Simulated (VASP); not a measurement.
# MgI2 (P-3m1) in VASP: further runs, part 2 of 2

VASP 6.6.1. The steps go on from the part before.

## Step 3: Single point, LDA

This run uses another cell than the first one, of 32.10 Å³/atom, 1.027 times its volume.

INCAR reads:

```
SYSTEM = MgI2
ALGO = Normal ; EDIFF = 1E-7
ENCUT = 520 ; ISIF = 2
ISMEAR = 0 ; LASPH = .True.
LCHARG = .True. ; LELF = .True.
LREAL = .False. ; LVHAR = .True.
LWAVE = .False. ; NBANDS = 15
NELM = 100 ; PREC = Accurate
SIGMA = 0.05
```

KPOINTS reads:

```
k-points
0
Gamma
  6 6 4
  0 0 0
```

POSCAR reads:

```
MgI2
1.0
    4.0774752860      0.0000000000      0.0000000000
   -2.0387376430      3.5311971809      0.0000000000
    0.0000000000      0.0000000000      6.6885602206
Mg I
1 2
Direct
    0.0000000000      0.0000000000      0.0000000000
    0.3333333333      0.6666666667      0.7448732377
    0.6666666667      0.3333333333      0.2551267623
```

Potentials or basis: VASP PAW LDA potentials, release 64 (Mg, I).

Command:

```bash
cat potpaw_LDA.64/Mg/POTCAR potpaw_LDA.64/I/POTCAR > POTCAR
mpirun -np 1 vasp_std > vasp.out
```

OUTCAR:

```text
SYSTEM = MgI2
   EDIFF = 1E-7
   ENCUT = 520
   ISIF = 2
   ISMEAR = 0
   LASPH = .True.
   LREAL = .False.
   NELM = 100
   PREC = Accurate

 ion  position               nearest neighbor table
   1  0.000  0.000  0.000-   2 2.91   3 2.91   2 2.91   3 2.91   3 2.91   2 2.91
   2  0.333  0.667  0.745-   1 2.91   1 2.91   1 2.91
   3  0.667  0.333  0.255-   1 2.91   1 2.91   1 2.91

  LATTYP: Found a hexagonal cell.
 ALAT       =     4.0774752860
 C/A-ratio  =     1.6403680590

  Lattice vectors:

 A1 = (   4.0774752860,   0.0000000000,   0.0000000000)
 A2 = (  -2.0387376430,   3.5311971809,   0.0000000000)
 A3 = (   0.0000000000,   0.0000000000,   6.6885602206)

Analysis of symmetry for initial positions (statically):
=====================================================================
 Subroutine PRICEL returns:
 Original cell was already a primitive cell.

 Routine SETGRP: Setting up the symmetry group for a
 hexagonal supercell.

 Subroutine GETGRP returns: Found 12 space group operations
 (whereof 12 operations were pure point group operations)
 out of a pool of 24 trial point group operations.

The static configuration has the point symmetry D_3d.

Analysis of symmetry for dynamics (positions and initial velocities):
=====================================================================
 Subroutine PRICEL returns:
 Original cell was already a primitive cell.

 Routine SETGRP: Setting up the symmetry group for a
 hexagonal supercell.

 Subroutine GETGRP returns: Found 12 space group operations
 (whereof 12 operations were pure point group operations)
 out of a pool of 24 trial point group operations.

The dynamic configuration has the point symmetry D_3d.

 Subroutine INISYM returns: Found 12 space group operations
 (whereof 12 operations are pure point group operations),
 and found     1 'primitive' translations

----------------------------------------------------------------------------------------

                                     Primitive cell
[... 122 lines left out ...]
   LRPA    =     F    only Hartree local field effects (RPA)
 non-spin polarized calculation
 Gauss-broadening in eV      SIGMA  =   0.05
  energy-cutoff  :      520.00
  volume of cell :       96.30
 maximum number of plane-waves:      2622
   NGX = 15   NGY = 15   NGZ = 25

 number of electron      15.9999996 magnetization

 Free energy of the ion-electron system (eV)
  ---------------------------------------------------
  ext. energy  EPLUGINS =         0.00000000
  ---------------------------------------------------
  free energy    TOTEN  =        -9.08031830 eV

  energy without entropy =       -9.08031830  energy(sigma->0) =       -9.08031830

 E-fermi :   3.0230     XC(G=0):  -8.8466

 val. band max:        2.8213809608   @ k =   0.0000   0.0000   0.0000
 cond. band min:       6.1141031746   @ k =   0.5000   0.0000   0.2500
 fundamental gap:      3.2927222138
 Fermi energy:         3.0229870532

 k-point     1 :       0.0000    0.0000    0.0000
  band No.  band energies     occupation
      1      -9.5489      2.00000
      2      -8.7466      2.00000
      3      -1.1711      2.00000
      4       2.3565      2.00000
      5       2.3565      2.00000
      6       2.7836      2.00000
      7       2.7836      2.00000
      8       2.8214      2.00000
      9       6.3208      0.00000
     10       7.4626      0.00000
     11       9.5257      0.00000
     12       9.5257      0.00000
     13      10.1054      0.00000
     14      10.9795      0.00000
[... 401 lines left out ...]
      2      -8.5385      2.00000
      3      -0.4792      2.00000
      4      -0.2501      2.00000
      5      -0.2501      2.00000
      6       0.2614      2.00000
      7       2.2096      2.00000
      8       2.2096      2.00000
      9       7.4933      0.00000
     10       8.1468      0.00000
     11       8.1468      0.00000
     12       9.6829      0.00000
     13      11.1037      0.00000
     14      11.5617      0.00000
     15      11.6946      0.00000

------------------------ aborting loop because EDIFF is reached ----------------------------------------

  FORCE on cell =-STRESS in cart. coord.  units (eV):
  Direction    XX          YY          ZZ          XY          YZ          ZX
  --------------------------------------------------------------------------------------
  -------------------------------------------------------------------------------------
  Total       -0.3979366     -0.3979366     -0.7773627      0.0000000      0.0000000      0.0000000
  in kB       -6.6203135     -6.6203135    -12.9326734      0.0000000      0.0000000      0.0000000
  external PRESSURE =      -8.7244335 kB  Pullay stress =       0.0000000 kB

 VOLUME and BASIS-vectors are now :
 -----------------------------------------------------------------------------
  energy-cutoff  :      520.00
  volume of cell :       96.30
      direct lattice vectors                 reciprocal lattice vectors
     4.077475286  0.000000000  0.000000000     0.245249800  0.141595038  0.000000000
    -2.038737643  3.531197181  0.000000000     0.000000000  0.283190077  0.000000000
     0.000000000  0.000000000  6.688560221     0.000000000  0.000000000  0.149509007

 POSITION                                       TOTAL-FORCE (eV/Angst)
 -----------------------------------------------------------------------------------
      0.00000      0.00000      0.00000        -0.000000      0.000000      0.000000
     -0.00000      2.35413      4.98213        -0.000000      0.000000      0.290444
      2.03874      1.17707      1.70643         0.000000      0.000000     -0.290444
 -----------------------------------------------------------------------------------
    total drift:                               -0.000000      0.000000     -0.000000

  FREE ENERGIE OF THE ION-ELECTRON SYSTEM (eV)
  ---------------------------------------------------
  free  energy   TOTEN  =        -9.0803182953 eV

  energy  without entropy=       -9.0803182953  energy(sigma->0) =       -9.08031830
```

OSZICAR:

```text
N       E                     dE             d eps       ncg     rms          rms(c)
DAV:   1     0.722152309223E+02    0.72215E+02   -0.57569E+03   720   0.844E+02
DAV:   2    -0.343139484402E+01   -0.75647E+02   -0.69193E+02   999   0.134E+02
DAV:   3    -0.914455093300E+01   -0.57132E+01   -0.56907E+01   958   0.414E+01
DAV:   4    -0.924876672099E+01   -0.10422E+00   -0.10421E+00  1001   0.661E+00
DAV:   5    -0.924973023259E+01   -0.96351E-03   -0.96350E-03   979   0.577E-01    0.438E+00
DAV:   6    -0.911716253353E+01    0.13257E+00   -0.97382E-02   839   0.159E+00    0.290E+00
DAV:   7    -0.908324821454E+01    0.33914E-01   -0.95118E-02   853   0.150E+00    0.577E-01
DAV:   8    -0.908040929097E+01    0.28389E-02   -0.77537E-03   790   0.491E-01    0.265E-01
DAV:   9    -0.908034154865E+01    0.67742E-04   -0.92129E-04  1000   0.160E-01    0.133E-01
DAV:  10    -0.908031922850E+01    0.22320E-04   -0.50465E-05   860   0.443E-02    0.377E-02
DAV:  11    -0.908031882110E+01    0.40740E-06   -0.44004E-06   965   0.116E-02    0.336E-02
DAV:  12    -0.908031827385E+01    0.54724E-06   -0.78648E-07   860   0.521E-03    0.101E-02
DAV:  13    -0.908031829528E+01   -0.21433E-07   -0.39844E-08   654   0.119E-03
   1 F= -.90803183E+01 E0= -.90803183E+01  d E =-.170753E-10
```

Wall time 22 s (1 thread of Intel Xeon Platinum 8488C (Sapphire Rapids), shared host); peak memory 0.18 GiB.

Results:

```
Free energy            : -9.0803 eV
Pressure               : -0.9 GPa
Largest force          : 0.290 eV/Å
Band gap on the k mesh : 3.29 eV, indirect (least direct gap 3.50 eV)
```

Forces on the atoms (eV/Å):
```
Mg   0.000  0.000  0.000
I    0.000  0.000  0.290
I    0.000  0.000 -0.290
```

Caveat: spin-orbit coupling is left out, which moves the levels of the heavy elements. A k mesh can miss the band edges.

## Step 4: Single point, LDA

This run uses another cell than the first one, of 32.10 Å³/atom, 1.027 times its volume.

INCAR reads:

```
SYSTEM = MgI2
PREC     = Accurate       ! precision mode
ENCUT    = 520            ! plane-wave cutoff, eV
EDIFF    = 1E-7           ! SCF threshold, eV
ISMEAR   = 0              ! smearing method
SIGMA    = 0.05           ! smearing width, eV
LREAL    = .False.        ! projectors in reciprocal space
LASPH    = .True.         ! aspherical terms in the spheres
NELM     = 80             ! most SCF steps
ALGO     = Normal         ! electronic algorithm
ISIF     = 2              ! what is computed and relaxed
LWAVE    = .False.        ! write WAVECAR
LCHARG   = .True.         ! write CHGCAR
GGA      = CA             ! functional
LELF     = .True.         ! ELF
LVHAR    = .True.       
NBANDS   = 15             ! bands
```

KPOINTS reads:

```
Automatic mesh
0
Gamma
  6 6 4
  0 0 0
```

POSCAR reads:

```
MgI2
1.0
    4.0774752860      0.0000000000      0.0000000000
   -2.0387376430      3.5311971809      0.0000000000
    0.0000000000      0.0000000000      6.6885602206
Mg I
1 2
Direct
    0.0000000000      0.0000000000      0.0000000000
    0.3333333333      0.6666666667      0.7598241385
    0.6666666667      0.3333333333      0.2401758615
```

Potentials or basis: VASP PAW LDA potentials, release 64 (Mg, I).

Command:

```bash
cat potpaw_LDA.64/Mg/POTCAR potpaw_LDA.64/I/POTCAR > POTCAR
mpirun -np 1 vasp_std > vasp.out
```

OUTCAR:

```text
SYSTEM = MgI2
   PREC = Accurate
   ENCUT = 520
   EDIFF = 1E-7
   ISMEAR = 0
   LREAL = .False.
   LASPH = .True.
   NELM = 80
   ISIF = 2
   GGA = CA

 ion  position               nearest neighbor table
   1  0.000  0.000  0.000-   2 2.85   3 2.85   2 2.85   3 2.85   3 2.85   2 2.85
   2  0.333  0.667  0.760-   1 2.85   1 2.85   1 2.85
   3  0.667  0.333  0.240-   1 2.85   1 2.85   1 2.85

  LATTYP: Found a hexagonal cell.
 ALAT       =     4.0774752860
 C/A-ratio  =     1.6403680590

  Lattice vectors:

 A1 = (   4.0774752860,   0.0000000000,   0.0000000000)
 A2 = (  -2.0387376430,   3.5311971809,   0.0000000000)
 A3 = (   0.0000000000,   0.0000000000,   6.6885602206)

Analysis of symmetry for initial positions (statically):
=====================================================================
 Subroutine PRICEL returns:
 Original cell was already a primitive cell.

 Routine SETGRP: Setting up the symmetry group for a
 hexagonal supercell.

 Subroutine GETGRP returns: Found 12 space group operations
 (whereof 12 operations were pure point group operations)
 out of a pool of 24 trial point group operations.

The static configuration has the point symmetry D_3d.

Analysis of symmetry for dynamics (positions and initial velocities):
=====================================================================
 Subroutine PRICEL returns:
 Original cell was already a primitive cell.

 Routine SETGRP: Setting up the symmetry group for a
 hexagonal supercell.

 Subroutine GETGRP returns: Found 12 space group operations
 (whereof 12 operations were pure point group operations)
 out of a pool of 24 trial point group operations.

The dynamic configuration has the point symmetry D_3d.

 Subroutine INISYM returns: Found 12 space group operations
 (whereof 12 operations are pure point group operations),
 and found     1 'primitive' translations

----------------------------------------------------------------------------------------

                                     Primitive cell

  volume of cell :      96.3044

  direct lattice vectors                    reciprocal lattice vectors
     4.077475286  0.000000000  0.000000000     0.245249800  0.141595038  0.000000000
    -2.038737643  3.531197181  0.000000000     0.000000000  0.283190077  0.000000000
     0.000000000  0.000000000  6.688560221     0.000000000  0.000000000  0.149509007

  length of vectors
     4.077475286  4.077475286  6.688560221     0.283190077  0.283190077  0.149509007

  position of ions in fractional coordinates (direct lattice)
     0.000000000  0.000000000  0.000000000
     0.333333333  0.666666667  0.759824139
     0.666666667  0.333333333  0.240175861

  ion indices of the primitive-cell ions
   primitive index   ion index
                 1           1
                 2           2
                 3           3

----------------------------------------------------------------------------------------

 KPOINTS: Automatic mesh

Automatic generation of k-mesh.
 Grid dimensions read from file:
 generate k-points for:    6    6    4

 Generating k-lattice:

  Cartesian coordinates                     Fractional coordinates (reciprocal lattice)
     0.040874967  0.023599173  0.000000000     0.166666667  0.000000000  0.000000000
[... 42 lines left out ...]
   total plane-waves  NPLWV =  45000
   dimension x,y,z NGX =    30 NGY =   30 NGZ =   50
   dimension x,y,z NGXF=    60 NGYF=   60 NGZF=  100
   ions per type =               1   2
   NGX,Y,Z   is equivalent  to a cutoff of  12.23, 12.23, 12.43 a.u.
   NGXF,Y,Z  is equivalent  to a cutoff of  24.46, 24.46, 24.86 a.u.
 SYSTEM =  MgI2
   PREC   = accura    normal or accurate (medium, high low for compatibility)
   ISTART =      0    job   : 0-new  1-cont  2-samecut
   ICHARG =      2    charge: 1-file 2-atom 10-const
   ISPIN  =      1    spin polarized calculation?
   LNONCOLLINEAR =      F non collinear calculations
   LSORBIT =      F    spin-orbit coupling
   LASPH  =      T    aspherical Exc in radial PAW
   ENCUT  =  520.0 eV  38.22 Ry    6.18 a.u.   7.58  7.58 12.44*2*pi/ulx,y,z
   NELM   =     80;   NELMIN=  2; NELMDL= -5     # of ELM steps
   EDIFF  = 0.1E-06   stopping-criterion for ELM
   LREAL  =      F    real-space projection
   EDIFFG = 0.1E-05   stopping-criterion for IOM
   NSW    =      0    number of steps for IOM
   IBRION =     -1    ionic relax: 0-MD 1-quasi-New 2-CG
   NFREE  =      0    steps in history (QN), initial steepest desc. (CG)
   ISIF   =      2    stress and relaxation
   ISYM   =      2    0-nonsym 1-usesym 2-fastsym
   POTIM  = 0.5000    time-step for ionic-motion
   TEBEG  =    0.0;   TEEND  =   0.0 temperature during run
   PSTRESS=    0.0 pullay stress
   NELECT =      16.0000    total number of electrons
   NUPDOWN=      -1.0000    fix difference up-down
   EMIN   =  10.00;   EMAX   =-10.00  energy-range for DOS
   EFERMI =   0.00;   METHOD = LEGACY
   ISMEAR =     0;   SIGMA  =   0.05  broadening in eV -4-tet -1-fermi 0-gaus
   EFERMI_NEDOS =   21; number of points for ismear=-14 and -15
   IALGO  =     38    algorithm
   IMIX   =      4    mixing-type and parameters
     AMIX     =   0.40;   BMIX     =  1.00
     AMIX_MAG =   1.60;   BMIX_MAG =  1.00
  volume/ion in A,a.u.               =      32.10       216.63
  Fermi-wavevector in a.u.,A,eV,Ry     =   0.899980  1.700716 11.020228  0.809964
  Thomas-Fermi vector in A             =   2.022881
   LORBIT       =      0    0 simple, 1 ext, 2 COOP (PROOUT), +10 PAW based schemes
   GGA     = CA    functional components
   LHFCALC =     F    Hartree Fock is set to
   AEXX    =    0.0000 exact exchange contribution
   IVDW    =     0    specifies the selected vdW correction
   LEPSILON=     F    determine dielectric tensor
   LRPA    =     F    only Hartree local field effects (RPA)
 non-spin polarized calculation
 Gauss-broadening in eV      SIGMA  =   0.05
  energy-cutoff  :      520.00
  volume of cell :       96.30
 maximum number of plane-waves:      2622
   NGX = 15   NGY = 15   NGZ = 25

 number of electron      16.0000000 magnetization

 Free energy of the ion-electron system (eV)
  ---------------------------------------------------
  ext. energy  EPLUGINS =         0.00000000
  ---------------------------------------------------
  free energy    TOTEN  =        -9.08191515 eV

  energy without entropy =       -9.08191515  energy(sigma->0) =       -9.08191515

 E-fermi :   3.0484     XC(G=0):  -8.7986

 val. band max:        2.8247849662   @ k =   0.0000   0.0000   0.0000
 cond. band min:       6.1580495595   @ k =   0.5000   0.0000   0.2500
 fundamental gap:      3.3332645933
 Fermi energy:         3.0484081721

 k-point     1 :       0.0000    0.0000    0.0000
  band No.  band energies     occupation
      1      -9.6924      2.00000
      2      -8.8181      2.00000
      3      -1.1236      2.00000
      4       2.1913      2.00000
      5       2.1913      2.00000
      6       2.6486      2.00000
      7       2.6486      2.00000
      8       2.8248      2.00000
      9       6.4914      0.00000
     10       7.3252      0.00000
     11       9.3522      0.00000
     12       9.3522      0.00000
     13      10.1320      0.00000
     14      10.7928      0.00000
[... 401 lines left out ...]
      2      -8.6388      2.00000
      3      -0.7712      2.00000
      4      -0.3740      2.00000
      5      -0.3740      2.00000
      6       0.2773      2.00000
      7       2.1749      2.00000
      8       2.1749      2.00000
      9       7.7526      0.00000
     10       8.4427      0.00000
     11       8.4427      0.00000
     12       9.8935      0.00000
     13      11.1292      0.00000
     14      11.2113      0.00000
     15      11.4611      0.00000

------------------------ aborting loop because EDIFF is reached ----------------------------------------

  FORCE on cell =-STRESS in cart. coord.  units (eV):
  Direction    XX          YY          ZZ          XY          YZ          ZX
  --------------------------------------------------------------------------------------
  -------------------------------------------------------------------------------------
  Total        0.3345863      0.3345863      0.7258232     -0.0000000      0.0000000      0.0000000
  in kB        5.5663797      5.5663797     12.0752311     -0.0000000      0.0000000      0.0000000
  external PRESSURE =       7.7359968 kB  Pullay stress =       0.0000000 kB

 VOLUME and BASIS-vectors are now :
 -----------------------------------------------------------------------------
  energy-cutoff  :      520.00
  volume of cell :       96.30
      direct lattice vectors                 reciprocal lattice vectors
     4.077475286  0.000000000  0.000000000     0.245249800  0.141595038  0.000000000
    -2.038737643  3.531197181  0.000000000     0.000000000  0.283190077  0.000000000
     0.000000000  0.000000000  6.688560221     0.000000000  0.000000000  0.149509007

 POSITION                                       TOTAL-FORCE (eV/Angst)
 -----------------------------------------------------------------------------------
      0.00000      0.00000      0.00000        -0.000000      0.000000      0.000000
     -0.00000      2.35413      5.08213        -0.000000      0.000000     -0.285000
      2.03874      1.17707      1.60643         0.000000      0.000000      0.285000
 -----------------------------------------------------------------------------------
    total drift:                               -0.000000      0.000000      0.000000

  FREE ENERGIE OF THE ION-ELECTRON SYSTEM (eV)
  ---------------------------------------------------
  free  energy   TOTEN  =        -9.0819151548 eV

  energy  without entropy=       -9.0819151548  energy(sigma->0) =       -9.08191515
```

Run time: 23 s. Hardware: 1 thread of Intel Xeon Platinum 8488C (Sapphire Rapids), shared host; peak memory 0.18 GiB.

Results:

```yaml
Free_energy: -9.0819 eV
Pressure: 0.8 GPa
Largest_force: 0.285 eV/Å
Band_gap_on_the_k_mesh: 3.33 eV, indirect (least direct gap 3.67 eV)
```

Forces in eV/Å, atoms in the order of the input:
```
Mg   0.000  0.000  0.000
I    0.000  0.000 -0.285
I    0.000  0.000  0.285
```

Levels at points of the mesh, in eV from the valence-band top:
| k point | band 5 | band 6 | band 7 | band 8 | band 9 | band 10 | band 11 | band 12 |
| --- | --- | --- | --- | --- | --- | --- | --- | --- |
| (0.00, 0.00, 0.00) | -0.63 | -0.18 | -0.18 | 0.00 | 3.67 | 4.50 | 6.53 | 6.53 |
| (0.50, 0.00, 0.00) | -2.15 | -1.67 | -1.10 | -0.59 | 3.41 | 5.14 | 5.29 | 6.86 |
| (0.00, 0.00, 0.50) | -0.52 | -0.52 | -0.29 | -0.29 | 4.63 | 4.64 | 6.32 | 6.32 |
| (0.50, 0.00, 0.50) | -1.48 | -1.29 | -0.96 | -0.87 | 3.40 | 4.97 | 5.42 | 5.84 |

Caveat: spin-orbit coupling is left out, which moves the levels of the heavy elements. Expect the measured gap to be larger: semilocal functionals such as LDA lack the derivative discontinuity.
